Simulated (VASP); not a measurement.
# HgTe (Cmcm) in VASP: a series of runs

HgTe is run at these levels: r2SCAN; tasks: single point.

Everything below comes from runs of VASP 6.6.1. Logs are shortened: lines on timing, memory, paths and dates and some standing lists are left out, and cuts for length are marked.

## (1) The cell of the first run

Symmetry: Cmcm, No. 63, orthorhombic system. The conventional cell has a = 5.904 Å, b = 6.840 Å, c = 5.720 Å, α = 90.00°, β = 90.00°, γ = 90.00°. Hg (site symmetry m2m) has 6 Te at 2.98 to 3.82 Å and 2 Hg at 3.58 Å within 3.9 Å. Within 3.9 Å of Te (site symmetry m2m) lie 6 Hg at 2.98 to 3.82 Å.

## (2) Single point, r2SCAN

Contents of POSCAR:

```
HgTe
1.0
    2.9520736097     -3.4200728643      0.0000000000
    2.9520736097      3.4200728643      0.0000000000
    0.0000000000      0.0000000000      5.7197939209
Hg Te
2 2
Direct
    0.6569500000      0.3430500000      0.2500000000
    0.3430500000      0.6569500000      0.7500000000
    0.2151910000      0.7848090000      0.2500000000
    0.7848090000      0.2151910000      0.7500000000
```

Contents of INCAR.step1:

```
PREC = Accurate
ENCUT = 520
ISMEAR = -1
SIGMA = 0.05
LREAL = False
LASPH = True
NELM = 60
NBANDS = 26
GGA = PE
ALGO = Normal
EDIFF = 1E-4
LWAVE = True
LCHARG = False
```

Contents of INCAR.step2:

```
PREC = Accurate
ENCUT = 520
EDIFF = 1E-6
ISMEAR = -1
SIGMA = 0.05
LREAL = False
LASPH = True
NELM = 60
ALGO = Normal
ISIF = 2
LWAVE = False
LCHARG = False
METAGGA = R2SCAN
LMIXTAU = True
NBANDS = 26
ISTART = 1
```

Contents of KPOINTS:

```
Automatic mesh
0
Gamma
  6 6 5
```

Potentials or basis: VASP PAW PBE potentials, release 64 (Hg, Te).

Run with:

```console
> cat potpaw_PBE.64/Hg/POTCAR potpaw_PBE.64/Te/POTCAR > POTCAR
> cp INCAR.step1 INCAR
> mpirun -np 1 vasp_std > vasp.out
> cp INCAR.step2 INCAR
> mpirun -np 1 vasp_std > vasp.out
```

OUTCAR:

```text
PREC = Accurate
   ENCUT = 520
   EDIFF = 1E-6
   ISMEAR = -1
   LREAL = False
   LASPH = True
   NELM = 60
   ISIF = 2
   METAGGA = R2SCAN
   ISTART = 1

 ion  position               nearest neighbor table
   1  0.657  0.343  0.250-   3 2.98   3 2.98   4 2.99   4 2.99   3 3.02   2 3.58   2 3.58
   2  0.343  0.657  0.750-   4 2.98   4 2.98   3 2.99   3 2.99   4 3.02   1 3.58   1 3.58
   3  0.215  0.785  0.250-   1 2.98   1 2.98   2 2.99   2 2.99   1 3.02
   4  0.785  0.215  0.750-   2 2.98   2 2.98   1 2.99   1 2.99   2 3.02

  LATTYP: Found a base centered orthorhombic cell.
 ALAT       =     5.9041472194
 B/A-ratio  =     1.1585323798
 C/A-ratio  =     0.9687756264

  Lattice vectors:

 A1 = (   2.9520736097,  -3.4200728643,   0.0000000000)
 A2 = (   2.9520736097,   3.4200728643,   0.0000000000)
 A3 = (   0.0000000000,   0.0000000000,   5.7197939209)

Analysis of symmetry for initial positions (statically):
=====================================================================
 Subroutine PRICEL returns:
 Original cell was already a primitive cell.

 Routine SETGRP: Setting up the symmetry group for a
 base centered orthorhombic supercell.

 Subroutine GETGRP returns: Found  8 space group operations
 (whereof  4 operations were pure point group operations)
 out of a pool of  8 trial point group operations.

The static configuration has the point symmetry C_2h.
 The point group associated with its full space group is D_2h.

Analysis of symmetry for dynamics (positions and initial velocities):
=====================================================================
 Subroutine PRICEL returns:
 Original cell was already a primitive cell.

 Routine SETGRP: Setting up the symmetry group for a
 base centered orthorhombic supercell.

 Subroutine GETGRP returns: Found  8 space group operations
 (whereof  4 operations were pure point group operations)
 out of a pool of  8 trial point group operations.

The dynamic configuration has the point symmetry C_2h.
 The point group associated with its full space group is D_2h.

 Subroutine INISYM returns: Found  8 space group operations
 (whereof  4 operations are pure point group operations),
 and found     1 'primitive' translations

----------------------------------------------------------------------------------------

                                     Primitive cell

  volume of cell :     115.4976

  direct lattice vectors                    reciprocal lattice vectors
     2.952073610 -3.420072864  0.000000000     0.169372470 -0.146195716  0.000000000
     2.952073610  3.420072864  0.000000000     0.169372470  0.146195716  0.000000000
     0.000000000  0.000000000  5.719793921     0.000000000  0.000000000  0.174831474

  length of vectors
     4.517923970  4.517923970  5.719793921     0.223741415  0.223741415  0.174831474

  position of ions in fractional coordinates (direct lattice)
     0.656950000  0.343050000  0.250000000
     0.343050000  0.656950000  0.750000000
     0.215191000  0.784809000  0.250000000
     0.784809000  0.215191000  0.750000000

  ion indices of the primitive-cell ions
   primitive index   ion index
                 1           1
                 2           2
                 3           3
                 4           4

----------------------------------------------------------------------------------------

 KPOINTS: Automatic mesh

Automatic generation of k-mesh.
 Grid dimensions read from file:
 generate k-points for:    6    6    5

 Generating k-lattice:

  Cartesian coordinates                     Fractional coordinates (reciprocal lattice)
     0.028228745 -0.024365953  0.000000000     0.166666667  0.000000000  0.000000000
     0.028228745  0.024365953  0.000000000     0.000000000  0.166666667  0.000000000
     0.000000000  0.000000000  0.034966295     0.000000000  0.000000000  0.200000000

  Length of vectors
     0.037290236  0.037290236  0.034966295

  Shift w.r.t. Gamma in fractional coordinates (k-lattice)
     0.000000000  0.000000000  0.000000000

 Subroutine IBZKPT returns following result:
 ===========================================

 Found     39 irreducible k-points:

 Following reciprocal coordinates:
            Coordinates               Weight
  0.000000  0.000000  0.000000      1.000000
  0.166667 -0.000000  0.000000      4.000000
  0.333333  0.000000  0.000000      4.000000
  0.500000  0.000000  0.000000      2.000000
  0.166667  0.166667  0.000000      2.000000
  0.333333  0.166667  0.000000      4.000000
[... 16 lines left out ...]
  0.333333  0.333333  0.200000      4.000000
  0.500000  0.333333  0.200000      8.000000
 [... further k-points ...]
   k-points           NKPTS =     39   k-points in BZ     NKDIM =     39   number of bands    NBANDS=     26
   number of dos      NEDOS =    301   number of ions     NIONS =      4
   total plane-waves  NPLWV =  62208
   dimension x,y,z NGX =    36 NGY =   36 NGZ =   48
[... 39 lines left out ...]
   METAGGA = R2SCAN    functional components
   LHFCALC =     F    Hartree Fock is set to
   AEXX    =    0.0000 exact exchange contribution
   IVDW    =     0    specifies the selected vdW correction
   LEPSILON=     F    determine dielectric tensor
   LRPA    =     F    only Hartree local field effects (RPA)
 non-spin polarized calculation
  energy-cutoff  :      520.00
  volume of cell :      115.50
 maximum number of plane-waves:      3137
 NGX is ok and might be reduce to    36
   NGX = 17   NGY = 17   NGZ = 21

 number of electron      36.0000003 magnetization

 Free energy of the ion-electron system (eV)
  ---------------------------------------------------
  ext. energy  EPLUGINS =         0.00000000
  ---------------------------------------------------
  free energy    TOTEN  =      -149.66739929 eV

  energy without entropy =     -149.65509761  energy(sigma->0) =     -149.66124845

 E-fermi :   4.1161     XC(G=0): -10.3073

 val. band max:        4.0675871378   @ k =   0.3333   0.3333   0.0000
 cond. band min:       4.1503603115   @ k =   0.3333   0.1667   0.4000
 fundamental gap:      0.0827731738
 Fermi energy:         4.1160843539

 k-point     1 :       0.0000    0.0000    0.0000
  band No.  band energies     occupation
      1      -8.3938      2.00000
      2      -7.1579      2.00000
      3      -3.1746      2.00000
      4      -3.0681      2.00000
      5      -3.0473      2.00000
      6      -2.9802      2.00000
[... 18 lines left out ...]
     25      11.5441      0.00000
     26      11.8491      0.00000

 k-point     2 :       0.1667   -0.0000    0.0000
  band No.  band energies     occupation
      1      -8.2494      2.00000
      2      -7.1334      2.00000
      3      -3.2421      2.00000
      4      -3.1275      2.00000
      5      -3.0793      2.00000
      6      -2.9418      2.00000
[... 18 lines left out ...]
     25      11.5312      0.00000
     26      12.0206      0.00000

 k-point     3 :       0.3333    0.0000    0.0000
  band No.  band energies     occupation
      1      -7.8672      2.00000
      2      -7.1564      2.00000
      3      -3.3526      2.00000
      4      -3.2177      2.00000
      5      -3.1046      2.00000
      6      -3.0271      2.00000
[... 18 lines left out ...]
     25      11.3604      0.00000
     26      11.4718      0.00000

 k-point     4 :       0.5000    0.0000    0.0000
  band No.  band energies     occupation
      1      -7.4588      2.00000
      2      -7.3753      2.00000
      3      -3.3912      2.00000
      4      -3.2645      2.00000
      5      -3.1441      2.00000
      6      -3.1236      2.00000
[... 18 lines left out ...]
     25      10.1747      0.00000
     26      11.1087      0.00000
[... 496 lines left out ...]
      1      -8.0683      2.00000
      2      -7.1983      2.00000
      3      -3.2728      2.00000
      4      -3.1597      2.00000
      5      -3.0257      2.00000
      6      -2.9761      2.00000
[... 18 lines left out ...]
     25      11.5164      0.00000
     26      12.1491      0.00000

 k-point    23 :       0.3333    0.3333    0.2000
  band No.  band energies     occupation
      1      -7.3656      2.00000
      2      -7.2729      2.00000
      3      -3.2149      2.00000
      4      -3.1836      2.00000
      5      -3.1386      2.00000
      6      -3.1232      2.00000
[... 18 lines left out ...]
     25      11.6320      0.00000
     26      11.9993      0.00000

 k-point    24 :       0.5000    0.3333    0.2000
  band No.  band energies     occupation
      1      -7.4725      2.00000
      2      -7.2410      2.00000
      3      -3.1833      2.00000
      4      -3.1230      2.00000
      5      -3.0823      2.00000
      6      -3.0107      2.00000
[... 18 lines left out ...]
     25      12.7251      0.00000
     26      12.9543      0.00000

 [... further k-points ...]

------------------------ aborting loop because EDIFF is reached ----------------------------------------

  FORCE on cell =-STRESS in cart. coord.  units (eV):
  Direction    XX          YY          ZZ          XY          YZ          ZX
  --------------------------------------------------------------------------------------
  -------------------------------------------------------------------------------------
  Total        0.4937728      0.4032108      0.5002763      0.0000000      0.0000000      0.0000000
  in kB        6.8495944      5.5933219      6.9398100      0.0000000      0.0000000      0.0000000
  external PRESSURE =       6.4609087 kB  Pullay stress =       0.0000000 kB

 VOLUME and BASIS-vectors are now :
 -----------------------------------------------------------------------------
  energy-cutoff  :      520.00
  volume of cell :      115.50
      direct lattice vectors                 reciprocal lattice vectors
     2.952073610 -3.420072864  0.000000000     0.169372470 -0.146195716  0.000000000
     2.952073610  3.420072864  0.000000000     0.169372470  0.146195716  0.000000000
     0.000000000  0.000000000  5.719793921     0.000000000  0.000000000  0.174831474

 POSITION                                       TOTAL-FORCE (eV/Angst)
 -----------------------------------------------------------------------------------
      2.95207     -1.07356      1.42995         0.000000     -0.043776     -0.000000
      2.95207      1.07356      4.28985         0.000000      0.043776      0.000000
      2.95207      1.94814      1.42995         0.000000     -0.061177      0.000000
      2.95207     -1.94814      4.28985         0.000000      0.061177     -0.000000
 -----------------------------------------------------------------------------------
    total drift:                                0.000000     -0.000000     -0.000000

  FREE ENERGIE OF THE ION-ELECTRON SYSTEM (eV)
  ---------------------------------------------------
  free  energy   TOTEN  =      -149.6673992919 eV

  energy  without entropy=     -149.6550976052  energy(sigma->0) =     -149.66124845
```

It took 5.4 min on 1 thread of Intel Xeon Platinum 8259CL at 2.50GHz (Skylake/Cascade Lake), shared host; peak memory 0.31 GiB.

Results:

```
Free energy            : -149.6674 eV
Pressure               : 0.6 GPa
Largest force          : 0.061 eV/Å
Band gap on the k mesh : zero (band 18 reaches 4.50 eV, above the bottom of band 19 at 2.34 eV)
```

Forces in eV/Å, atoms in the order of the input:
```
Hg   0.000 -0.044  0.000
Hg   0.000  0.044  0.000
Te   0.000 -0.061  0.000
Te   0.000  0.061  0.000
```

Levels at points of the mesh, in eV from the Fermi level:
```csv
k point,band 15,band 16,band 17,band 18,band 19,band 20,band 21,band 22
"(0.00, 0.00, 0.00)",-2.65,-2.61,-1.13,-0.44,-0.14,-0.14,4.42,5.56
"(0.50, 0.00, 0.00)",-2.61,-2.07,-0.92,-0.57,1.68,2.78,3.29,5.08
"(0.50, 0.50, 0.00)",-2.24,-1.95,-1.92,-1.91,-1.78,-1.39,3.55,5.67
```

Caveat: the PAW data sets were made with another functional, which shifts forces and pressure a little; spin-orbit coupling is left out, which moves the levels of the heavy elements.

## (3) Single point, r2SCAN

This run uses another cell than the first one, of 29.48 Å³/atom, 1.021 times its volume.

Contents of POSCAR:

```
HgTe
1.0
    2.9724333814     -3.4436603190      0.0000000000
    2.9724333814      3.4436603190      0.0000000000
    0.0000000000      0.0000000000      5.7592420221
Hg Te
2 2
Direct
    0.6569500000      0.3430500000      0.2500000000
    0.3430500000      0.6569500000      0.7500000000
    0.2151910000      0.7848090000      0.2500000000
    0.7848090000      0.2151910000      0.7500000000
```

Contents of INCAR.step1:

```
SYSTEM = HgTe
PREC     = Accurate       ! precision mode
ENCUT    = 520            ! plane-wave cutoff, eV
ISMEAR   = -1             ! smearing method
SIGMA    = 0.05           ! smearing width, eV
LREAL    = .False.        ! projectors in reciprocal space
LASPH    = .True.         ! aspherical terms in the spheres
NELM     = 100            ! most SCF steps
NBANDS   = 26             ! bands
GGA      = PE             ! functional
ALGO     = Normal         ! electronic algorithm
EDIFF    = 1E-4           ! SCF threshold, eV
LWAVE    = .True.         ! write WAVECAR
LCHARG   = .False.        ! write CHGCAR
```

Contents of INCAR.step2:

```
SYSTEM = HgTe
PREC     = Accurate       ! precision mode
ENCUT    = 520            ! plane-wave cutoff, eV
EDIFF    = 1E-7           ! SCF threshold, eV
ISMEAR   = -1             ! smearing method
SIGMA    = 0.05           ! smearing width, eV
LREAL    = .False.        ! projectors in reciprocal space
LASPH    = .True.         ! aspherical terms in the spheres
NELM     = 100            ! most SCF steps
ALGO     = Normal         ! electronic algorithm
ISIF     = 2              ! what is computed and relaxed
LWAVE    = .False.        ! write WAVECAR
LCHARG   = .False.        ! write CHGCAR
METAGGA  = R2SCAN         ! meta-GGA
LMIXTAU  = .True.       
NBANDS   = 26             ! bands
ISTART   = 1
```

Contents of KPOINTS:

```
Automatic mesh
0
Gamma
  6 6 5
  0 0 0
```

Potentials or basis: VASP PAW PBE potentials, release 64 (Hg, Te).

Run with:

```console
> cat potpaw_PBE.64/Hg/POTCAR potpaw_PBE.64/Te/POTCAR > POTCAR
> cp INCAR.step1 INCAR
> mpirun -np 1 vasp_std > vasp.out
> cp INCAR.step2 INCAR
> mpirun -np 1 vasp_std > vasp.out
```

Run time: 5.5 min. Hardware: 1 thread of Intel Xeon Platinum 8259CL at 2.50GHz (Skylake/Cascade Lake), shared host; peak memory 0.31 GiB.

The run converged. Its results:

| Quantity | Value |
| --- | --- |
| Free energy | -149.6698 eV |
| Pressure | -0.4 GPa |
| Largest force | 0.121 eV/Å |
| Band gap on the k mesh | zero (band 18 reaches 4.25 eV, above the bottom of band 19 at 2.17 eV) |

Forces on the atoms (eV/Å):
```
Hg   0.000 -0.028  0.000
Hg   0.000  0.028  0.000
Te   0.000 -0.121  0.000
Te   0.000  0.121  0.000
```

Stress tensor (GPa, compression positive):
```
-0.46  0.00  0.00
 0.00 -0.27  0.00
 0.00  0.00 -0.45
```

Levels at points of the mesh, in eV from the Fermi level:
```csv
k point,band 15,band 16,band 17,band 18,band 19,band 20,band 21,band 22
"(0.00, 0.00, 0.00)",-2.60,-2.58,-1.08,-0.43,-0.18,-0.14,4.45,5.55
"(0.50, 0.00, 0.00)",-2.52,-2.02,-0.90,-0.55,1.66,2.75,3.28,5.04
"(0.50, 0.50, 0.00)",-2.19,-1.90,-1.88,-1.85,-1.72,-1.37,3.59,5.69
```

Caveat: the PAW data sets were made with another functional, which shifts forces and pressure a little; spin-orbit coupling is left out, which moves the levels of the heavy elements.

## (4) Single point, r2SCAN

This run uses another cell than the first one, of 30.08 Å³/atom, 1.042 times its volume.

Contents of POSCAR:

```
HgTe
1.0
    2.9925180000     -3.4669290000      0.0000000000
    2.9925180000      3.4669290000      0.0000000000
    0.0000000000      0.0000000000      5.7981570000
Hg Te
2 2
Direct
    0.6569500000      0.3430500000      0.2500000000
    0.3430500000      0.6569500000      0.7500000000
    0.2151910000      0.7848090000      0.2500000000
    0.7848090000      0.2151910000      0.7500000000
```

Contents of INCAR.step1:

```
SYSTEM = HgTe
PREC     = Accurate       ! precision mode
ENCUT    = 520            ! plane-wave cutoff, eV
ISMEAR   = -1             ! smearing method
SIGMA    = 0.05           ! smearing width, eV
LREAL    = .FALSE.        ! projectors in reciprocal space
LASPH    = .TRUE.         ! aspherical terms in the spheres
NELM     = 80             ! most SCF steps
NBANDS   = 26             ! bands
GGA      = PE             ! functional
ALGO     = Normal         ! electronic algorithm
EDIFF    = 1E-4           ! SCF threshold, eV
LWAVE    = .TRUE.         ! write WAVECAR
LCHARG   = .FALSE.        ! write CHGCAR
```

Contents of INCAR.step2:

```
SYSTEM = HgTe
PREC     = Accurate       ! precision mode
ENCUT    = 520            ! plane-wave cutoff, eV
EDIFF    = 1E-6           ! SCF threshold, eV
ISMEAR   = -1             ! smearing method
SIGMA    = 0.05           ! smearing width, eV
LREAL    = .FALSE.        ! projectors in reciprocal space
LASPH    = .TRUE.         ! aspherical terms in the spheres
NELM     = 80             ! most SCF steps
ALGO     = Normal         ! electronic algorithm
ISIF     = 2              ! what is computed and relaxed
LWAVE    = .FALSE.        ! write WAVECAR
LCHARG   = .TRUE.         ! write CHGCAR
METAGGA  = R2SCAN         ! meta-GGA
LMIXTAU  = .TRUE.       
LELF     = .TRUE.         ! ELF
LVHAR    = .TRUE.       
NBANDS   = 26             ! bands
ISTART   = 1
```

Contents of KPOINTS:

```
regular mesh
0
G
  6 6 5
  0 0 0
```

Run with:

```console
> cat potpaw_PBE.64/Hg/POTCAR potpaw_PBE.64/Te/POTCAR > POTCAR
> cp INCAR.step1 INCAR
> mpirun -np 1 vasp_std > vasp.out
> cp INCAR.step2 INCAR
> mpirun -np 1 vasp_std > vasp.out
```

Run time: 5 min. Hardware: 1 thread of Intel Xeon Platinum 8259CL at 2.50GHz (Skylake/Cascade Lake), shared host; peak memory 0.32 GiB.

It converged, with:

- Free energy: -149.6575 eV
- Pressure: -1.3 GPa
- Largest force: 0.174 eV/Å
- Band gap on the k mesh: zero (band 18 reaches 4.01 eV, above the bottom of band 19 at 2.01 eV)

Forces on the atoms (eV/Å):
```
Hg   0.000 -0.013  0.000
Hg   0.000  0.013  0.000
Te   0.000 -0.174  0.000
Te   0.000  0.174  0.000
```

Stress tensor (GPa, compression positive):
```
-1.48  0.00  0.00
 0.00 -1.00  0.00
 0.00  0.00 -1.44
```

Levels at points of the mesh, in eV from the Fermi level:
```tsv
k point	band 15	band 16	band 17	band 18	band 19	band 20	band 21	band 22
(0.00, 0.00, 0.00)	-2.56	-2.55	-1.04	-0.42	-0.21	-0.14	4.48	5.55
(0.50, 0.00, 0.00)	-2.43	-1.97	-0.89	-0.53	1.63	2.70	3.28	4.99
(0.50, 0.50, 0.00)	-2.13	-1.87	-1.81	-1.78	-1.66	-1.34	3.63	5.71
```

Caveat: the PAW data sets were made with another functional, which shifts forces and pressure a little; spin-orbit coupling is left out, which moves the levels of the heavy elements.

## (5) Summary

| cell | gap on the mesh (eV) | pressure (GPa) | largest force (eV/Å) |
| --- | --- | --- | --- |
| a = 4.518, b = 4.518, c = 5.720 Å, angles 90.0, 90.0, 98.4°, 4 atoms | none | 0.6 | 0.06 |
| a = 4.549, b = 4.549, c = 5.759 Å, angles 90.0, 90.0, 98.4°, 4 atoms | none | -0.4 | 0.12 |
| a = 4.580, b = 4.580, c = 5.798 Å, angles 90.0, 90.0, 98.4°, 4 atoms | none | -1.3 | 0.17 |

Alike in all rows: task single point; level r2SCAN; potentials or basis VASP PAW PBE potentials, release 64 (Hg, Te); no spin polarisation; k mesh 6 × 6 × 5; cutoff (eV) 520; smearing fermi-dirac 0.05 eV.

Caveats: the PAW data sets were made with another functional, which shifts forces and pressure a little; spin-orbit coupling is left out, which moves the levels of the heavy elements.

Total energies depend on the potentials used, so only differences within one code and one set of settings carry meaning.
